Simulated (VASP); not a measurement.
# Ni (Fm-3m) in VASP: further runs

Aim: see how the results for Ni move with the level of theory and the settings. Levels: PBE, HSE06. Tasks: single point.

Everything below comes from runs of VASP 6.6.1. Logs are shortened: lines on timing, memory, paths and dates and some standing lists are left out, and cuts for length are marked.

### Step 1. The cell of the first run

It takes space group Fm-3m (No. 225, cubic). The conventional cell has a = 3.519 Å, b = 3.519 Å, c = 3.519 Å, α = 90.00°, β = 90.00°, γ = 90.00°. Ni (site symmetry m-3m) has 12 Ni at 2.49 Å within 3.3 Å.

### Step 2. Single point, PBE, collinear spin, ferromagnetic start

INCAR

```
ALGO = Normal
EDIFF = 1E-7
ENCUT = 520
GGA = PE
ISIF = 2
ISMEAR = 1
ISPIN = 2
LASPH = True
LCHARG = False
LMAXMIX = 4
LORBIT = 11
LREAL = False
LWAVE = False
MAGMOM = 0.672
NBANDS = 15
NELM = 150
PREC = Accurate
SIGMA = 0.01
```

KPOINTS

```
k-points
0
Gamma
  15 15 15
```

POSCAR

```
Ni
1.0
    0.0000000000      1.7596893266      1.7596893266
    1.7596893266      0.0000000000      1.7596893266
    1.7596893266      1.7596893266      0.0000000000
Ni
1
Direct
    0.0000000000      0.0000000000      0.0000000000
```

Potentials or basis: VASP PAW PBE potentials, release 64 (Ni).

Launch:

```
> cat potpaw_PBE.64/Ni/POTCAR > POTCAR
> mpirun -np 1 vasp_std > vasp.out
```

OUTCAR:

```text
EDIFF = 1E-7
   ENCUT = 520
   GGA = PE
   ISIF = 2
   ISMEAR = 1
   ISPIN = 2
   LASPH = True
   LORBIT = 11
   LREAL = False
   NELM = 150
   PREC = Accurate

 ion  position               nearest neighbor table
   1  0.000  0.000  0.000-

  LATTYP: Found a face centered cubic cell.
 ALAT       =     3.5193786532

  Lattice vectors:

 A1 = (   0.0000000000,   1.7596893266,   1.7596893266)
 A2 = (   1.7596893266,   0.0000000000,   1.7596893266)
 A3 = (   1.7596893266,   1.7596893266,   0.0000000000)

Analysis of symmetry for initial positions (statically):
=====================================================================
 Subroutine PRICEL returns:
 Original cell was already a primitive cell.

 Routine SETGRP: Setting up the symmetry group for a
 face centered cubic supercell.

 Subroutine GETGRP returns: Found 48 space group operations
 (whereof 48 operations were pure point group operations)
 out of a pool of 48 trial point group operations.

The static configuration has the point symmetry O_h .

Analysis of symmetry for dynamics (positions and initial velocities):
=====================================================================
 Subroutine PRICEL returns:
 Original cell was already a primitive cell.

 Routine SETGRP: Setting up the symmetry group for a
 face centered cubic supercell.

 Subroutine GETGRP returns: Found 48 space group operations
 (whereof 48 operations were pure point group operations)
 out of a pool of 48 trial point group operations.

The dynamic configuration has the point symmetry O_h .

Analysis of structural, dynamic, and magnetic symmetry:
=====================================================================
 Subroutine PRICEL returns:
 Original cell was already a primitive cell.

 Routine SETGRP: Setting up the symmetry group for a
 face centered cubic supercell.

 Subroutine GETGRP returns: Found 48 space group operations
 (whereof 48 operations were pure point group operations)
 out of a pool of 48 trial point group operations.

The overall configuration has the point symmetry O_h .

 Subroutine INISYM returns: Found 48 space group operations
 (whereof 48 operations are pure point group operations),
 and found     1 'primitive' translations

----------------------------------------------------------------------------------------

                                     Primitive cell

  volume of cell :      10.8978

  direct lattice vectors                    reciprocal lattice vectors
     0.000000000  1.759689327  1.759689327    -0.284141065  0.284141065  0.284141065
     1.759689327  0.000000000  1.759689327     0.284141065 -0.284141065  0.284141065
     1.759689327  1.759689327  0.000000000     0.284141065  0.284141065 -0.284141065

  length of vectors
     2.488576511  2.488576511  2.488576511     0.492146762  0.492146762  0.492146762

  position of ions in fractional coordinates (direct lattice)
     0.000000000  0.000000000  0.000000000

  ion indices of the primitive-cell ions
   primitive index   ion index
                 1           1

----------------------------------------------------------------------------------------

 KPOINTS: k-points

Automatic generation of k-mesh.
 Grid dimensions read from file:
 generate k-points for:   15   15   15

 Generating k-lattice:

  Cartesian coordinates                     Fractional coordinates (reciprocal lattice)
    -0.018942738  0.018942738  0.018942738     0.066666667  0.000000000  0.000000000
     0.018942738 -0.018942738  0.018942738     0.000000000  0.066666667  0.000000000
     0.018942738  0.018942738 -0.018942738     0.000000000  0.000000000  0.066666667

  Length of vectors
     0.032809784  0.032809784  0.032809784

  Shift w.r.t. Gamma in fractional coordinates (k-lattice)
     0.000000000  0.000000000  0.000000000

 Subroutine IBZKPT returns following result:
 ===========================================

 Found    120 irreducible k-points:

 Following reciprocal coordinates:
            Coordinates               Weight
  0.000000  0.000000  0.000000      1.000000
  0.066667  0.000000  0.000000      8.000000
  0.133333  0.000000  0.000000      8.000000
  0.200000  0.000000  0.000000      8.000000
  0.266667  0.000000  0.000000      8.000000
  0.333333  0.000000  0.000000      8.000000
[... 16 lines left out ...]
  0.133333  0.133333  0.000000      6.000000
  0.200000  0.133333  0.000000     24.000000
 [... further k-points ...]
   k-points           NKPTS =    120   k-points in BZ     NKDIM =    120   number of bands    NBANDS=     15
   number of dos      NEDOS =    301   number of ions     NIONS =      1
   total plane-waves  NPLWV =   8000
   dimension x,y,z NGX =    20 NGY =   20 NGZ =   20
   dimension x,y,z NGXF=    40 NGYF=   40 NGZF=   40
   ions per type =               1
   NGX,Y,Z   is equivalent  to a cutoff of  13.36, 13.36, 13.36 a.u.
   NGXF,Y,Z  is equivalent  to a cutoff of  26.72, 26.72, 26.72 a.u.
 SYSTEM =  unknown system
   PREC   = accura    normal or accurate (medium, high low for compatibility)
   ISTART =      0    job   : 0-new  1-cont  2-samecut
   ICHARG =      2    charge: 1-file 2-atom 10-const
   ISPIN  =      2    spin polarized calculation?
   LNONCOLLINEAR =      F non collinear calculations
   LSORBIT =      F    spin-orbit coupling
   LASPH  =      T    aspherical Exc in radial PAW
   ENCUT  =  520.0 eV  38.22 Ry    6.18 a.u.   4.63  4.63  4.63*2*pi/ulx,y,z
   NELM   =    150;   NELMIN=  2; NELMDL= -5     # of ELM steps
   EDIFF  = 0.1E-06   stopping-criterion for ELM
   LREAL  =      F    real-space projection
   EDIFFG = 0.1E-05   stopping-criterion for IOM
   NSW    =      0    number of steps for IOM
   IBRION =     -1    ionic relax: 0-MD 1-quasi-New 2-CG
   NFREE  =      0    steps in history (QN), initial steepest desc. (CG)
   ISIF   =      2    stress and relaxation
   ISYM   =      2    0-nonsym 1-usesym 2-fastsym
   POTIM  = 0.5000    time-step for ionic-motion
   TEBEG  =    0.0;   TEEND  =   0.0 temperature during run
   PSTRESS=    0.0 pullay stress
   NELECT =      10.0000    total number of electrons
   NUPDOWN=      -1.0000    fix difference up-down
   EMIN   =  10.00;   EMAX   =-10.00  energy-range for DOS
   EFERMI =   0.00;   METHOD = LEGACY
   ISMEAR =     1;   SIGMA  =   0.01  broadening in eV -4-tet -1-fermi 0-gaus
   EFERMI_NEDOS =   21; number of points for ismear=-14 and -15
   IALGO  =     38    algorithm
   IMIX   =      4    mixing-type and parameters
     AMIX     =   0.40;   BMIX     =  1.00
     AMIX_MAG =   1.60;   BMIX_MAG =  1.00
  volume/ion in A,a.u.               =      10.90        73.54
  Fermi-wavevector in a.u.,A,eV,Ry     =   1.590849  3.006268 34.433612  2.530799
  Thomas-Fermi vector in A             =   2.689480
   LORBIT       =     11    0 simple, 1 ext, 2 COOP (PROOUT), +10 PAW based schemes
   GGA     = PE    functional components
   LHFCALC =     F    Hartree Fock is set to
   AEXX    =    0.0000 exact exchange contribution
   IVDW    =     0    specifies the selected vdW correction
   LEPSILON=     F    determine dielectric tensor
   LRPA    =     F    only Hartree local field effects (RPA)
 spin polarized calculation
 Methfessel and Paxton  Order N= 1 SIGMA  =   0.01
  energy-cutoff  :      520.00
  volume of cell :       10.90
 maximum number of plane-waves:       304
   NGX =  9   NGY =  9   NGZ =  9

 number of electron      10.0000009 magnetization       0.6417269

 Free energy of the ion-electron system (eV)
  ---------------------------------------------------
  ext. energy  EPLUGINS =         0.00000000
  ---------------------------------------------------
  free energy    TOTEN  =        -5.47144650 eV

  energy without entropy =       -5.47146316  energy(sigma->0) =       -5.47145206

 E-fermi :   9.3534     XC(G=0): -13.2460

 val. band max:        9.3442708740   @ k =  -0.4000   0.2000   0.0000
 cond. band min:       9.3542179925   @ k =  -0.4667   0.3333   0.1333
 fundamental gap:      0.0099471185
 Fermi energy:         9.3533885828

 spin component 1

 k-point     1 :       0.0000    0.0000    0.0000
  band No.  band energies     occupation
      1       0.3555      1.00000
      2       6.9065      1.00000
      3       6.9065      1.00000
      4       6.9065      1.00000
      5       8.0925      1.00000
      6       8.0925      1.00000
      7      33.0660      0.00000
      8      36.9126      0.00000
      9      36.9126      0.00000
     10      36.9126      0.00000
     11      39.8410      0.00000
     12      39.8410      0.00000
     13      39.8410      0.00000
     14      42.8136      0.00000
     15      49.0883      0.00000
[... 397 lines left out ...]
 k-point    24 :       0.2000    0.1333    0.0000
  band No.  band energies     occupation
      1       1.8545      1.00000
      2       6.4437      1.00000
      3       7.2625      1.00000
      4       7.2865      1.00000
      5       7.7471      1.00000
      6       8.2651      1.00000
      7      29.0212      0.00000
      8      31.5882      0.00000
      9      32.0469      0.00000
     10      34.3299      0.00000
     11      38.7088      0.00000
     12      43.2263      0.00000
     13      44.9495      0.00000
     14      45.5520      0.00000
     15      50.3499      0.00000

 [... further k-points ...]

 spin component 2

 k-point     1 :       0.0000    0.0000    0.0000
  band No.  band energies     occupation
      1       0.3182      1.00000
      2       7.6861      1.00000
      3       7.6861      1.00000
      4       7.6861      1.00000
      5       8.6833      1.00000
      6       8.6833      1.00000
      7      32.8957      0.00000
      8      36.8908      0.00000
      9      36.8908      0.00000
     10      36.8908      0.00000
     11      39.9444      0.00000
     12      39.9444      0.00000
     13      39.9444      0.00000
     14      42.6918      0.00000
     15      49.2922      0.00000
[... 397 lines left out ...]
 k-point    24 :       0.2000    0.1333    0.0000
  band No.  band energies     occupation
      1       1.8232      1.00000
      2       7.1784      1.00000
      3       8.0130      1.00000
      4       8.0717      1.00000
      5       8.3496      1.00000
      6       8.8715      1.00000
      7      29.0901      0.00000
      8      31.6705      0.00000
      9      32.0112      0.00000
     10      34.2998      0.00000
     11      38.9179      0.00000
     12      43.2069      0.00000
     13      44.8846      0.00000
     14      45.5034      0.00000
     15      50.3927      0.00000

 [... further k-points ...]
[... 5 lines left out ...]
  --------------------------------------------------------------------------------------
  -------------------------------------------------------------------------------------
  Total       -0.0121890     -0.0121890     -0.0121890      0.0000000      0.0000000     -0.0000000
  in kB       -1.7920065     -1.7920065     -1.7920065      0.0000000      0.0000000     -0.0000000
  external PRESSURE =      -1.7920065 kB  Pullay stress =       0.0000000 kB

 VOLUME and BASIS-vectors are now :
 -----------------------------------------------------------------------------
  energy-cutoff  :      520.00
  volume of cell :       10.90
      direct lattice vectors                 reciprocal lattice vectors
     0.000000000  1.759689327  1.759689327    -0.284141065  0.284141065  0.284141065
     1.759689327  0.000000000  1.759689327     0.284141065 -0.284141065  0.284141065
     1.759689327  1.759689327  0.000000000     0.284141065  0.284141065 -0.284141065

 POSITION                                       TOTAL-FORCE (eV/Angst)
 -----------------------------------------------------------------------------------
      0.00000      0.00000      0.00000        -0.000000     -0.000000     -0.000000
 -----------------------------------------------------------------------------------
    total drift:                                0.000000      0.000000      0.000000

  FREE ENERGIE OF THE ION-ELECTRON SYSTEM (eV)
  ---------------------------------------------------
  free  energy   TOTEN  =        -5.4714465027 eV

  energy  without entropy=       -5.4714631618  energy(sigma->0) =       -5.47145206

 total charge

# of ion       s       p       d       tot
------------------------------------------
    1        0.497   0.497   8.313   9.307

 magnetization (x)

# of ion       s       p       d       tot
------------------------------------------
    1       -0.007  -0.026   0.687   0.654
```

Wall time 66 s (1 thread of Intel Xeon 8259CL, shared host); peak memory 0.15 GiB.

What came out:

```yaml
Free_energy: -5.4714 eV
Pressure: -0.2 GPa
Net_moment: 0.64 μB per cell
Site_moments: Ni +0.65 μB
Valence_electrons_inside_the_program's_atomic_spheres: Ni 9.31
```

### Step 3. Single point, PBE, collinear spin, ferromagnetic start

INCAR

```
PREC = Accurate ; ENCUT = 520
EDIFF = 1E-6 ; ISMEAR = 1
SIGMA = 0.2 ; LREAL = F
LASPH = T ; NELM = 150
ALGO = Normal ; ISIF = 2
LWAVE = F ; LCHARG = F
ISPIN = 2 ; MAGMOM = 0.672
LORBIT = 11 ; LMAXMIX = 4
GGA = PE ; NBANDS = 15
```

KPOINTS

```
regular mesh
0
Gamma
  15 15 15
```

POSCAR is that of step 2.

Potentials or basis: VASP PAW PBE potentials, release 64 (Ni).

Launch:

```
> cat potpaw_PBE.64/Ni/POTCAR > POTCAR
> mpirun -np 1 vasp_std > vasp.out
```

OUTCAR:

```text
PREC = Accurate
   ENCUT = 520
   EDIFF = 1E-6
   ISMEAR = 1
   LREAL = F
   LASPH = T
   NELM = 150
   ISIF = 2
   ISPIN = 2
   LORBIT = 11
   GGA = PE

 ion  position               nearest neighbor table
   1  0.000  0.000  0.000-

  LATTYP: Found a face centered cubic cell.
 ALAT       =     3.5193786532

  Lattice vectors:

 A1 = (   0.0000000000,   1.7596893266,   1.7596893266)
 A2 = (   1.7596893266,   0.0000000000,   1.7596893266)
 A3 = (   1.7596893266,   1.7596893266,   0.0000000000)

Analysis of symmetry for initial positions (statically):
=====================================================================
 Subroutine PRICEL returns:
 Original cell was already a primitive cell.

 Routine SETGRP: Setting up the symmetry group for a
 face centered cubic supercell.

 Subroutine GETGRP returns: Found 48 space group operations
 (whereof 48 operations were pure point group operations)
 out of a pool of 48 trial point group operations.

The static configuration has the point symmetry O_h .

Analysis of symmetry for dynamics (positions and initial velocities):
=====================================================================
 Subroutine PRICEL returns:
[... 622 lines left out ...]
      7      32.8987      0.00000
      8      36.8922      0.00000
      9      36.8922      0.00000
     10      36.8922      0.00000
     11      39.9456      0.00000
     12      39.9456      0.00000
     13      39.9456      0.00000
     14      42.6897      0.00000
[... 403 lines left out ...]
      4       8.0713      1.00000
      5       8.3523      1.00000
      6       8.8754      1.00190
      7      29.0915      0.00000
      8      31.6718      0.00000
      9      32.0125      0.00000
     10      34.3008      0.00000
     11      38.9197      0.00000
     12      43.2082      0.00000
     13      44.8857      0.00000
     14      45.5047      0.00000
     15      50.3928      0.00000

 [... further k-points ...]
[... 5 lines left out ...]
  --------------------------------------------------------------------------------------
  -------------------------------------------------------------------------------------
  Total       -0.0114777     -0.0114777     -0.0114777      0.0000000      0.0000000      0.0000000
  in kB       -1.6874311     -1.6874311     -1.6874311      0.0000000      0.0000000      0.0000000
  external PRESSURE =      -1.6874311 kB  Pullay stress =       0.0000000 kB

 VOLUME and BASIS-vectors are now :
 -----------------------------------------------------------------------------
  energy-cutoff  :      520.00
  volume of cell :       10.90
      direct lattice vectors                 reciprocal lattice vectors
     0.000000000  1.759689327  1.759689327    -0.284141065  0.284141065  0.284141065
     1.759689327  0.000000000  1.759689327     0.284141065 -0.284141065  0.284141065
     1.759689327  1.759689327  0.000000000     0.284141065  0.284141065 -0.284141065

 POSITION                                       TOTAL-FORCE (eV/Angst)
 -----------------------------------------------------------------------------------
      0.00000      0.00000      0.00000         0.000000     -0.000000      0.000000
 -----------------------------------------------------------------------------------
    total drift:                                0.000000      0.000000      0.000000

  FREE ENERGIE OF THE ION-ELECTRON SYSTEM (eV)
  ---------------------------------------------------
  free  energy   TOTEN  =        -5.4721512925 eV

  energy  without entropy=       -5.4707711099  energy(sigma->0) =       -5.47169123

 total charge

# of ion       s       p       d       tot
------------------------------------------
    1        0.498   0.497   8.312   9.307

 magnetization (x)

# of ion       s       p       d       tot
------------------------------------------
    1       -0.006  -0.025   0.692   0.661
```

Wall time 70 s (1 thread of Intel Xeon 8259CL, shared host); peak memory 0.15 GiB.

Results:

| Quantity | Value |
| --- | --- |
| Free energy | -5.4722 eV |
| Pressure | -0.2 GPa |
| Net moment | 0.65 μB per cell |
| Site moments | Ni +0.66 μB |
| Valence electrons inside the program's atomic spheres | Ni 9.31 |

Levels at points of the mesh, in eV from the Fermi level:
Spin up:
| k point | band 1 | band 2 | band 3 | band 4 | band 5 | band 6 | band 7 | band 8 | band 9 | band 10 |
| --- | --- | --- | --- | --- | --- | --- | --- | --- | --- | --- |
| (0.00, 0.00, 0.00) | -9.00 | -2.45 | -2.45 | -2.45 | -1.27 | -1.27 | 23.71 | 27.56 | 27.56 | 27.56 |
Spin down:
```tsv
k point	band 3	band 4	band 5	band 6	band 7	band 8
(0.00, 0.00, 0.00)	-1.67	-1.67	-0.67	-0.67	23.55	27.54
```

(Part 1 of 2 ends here.)
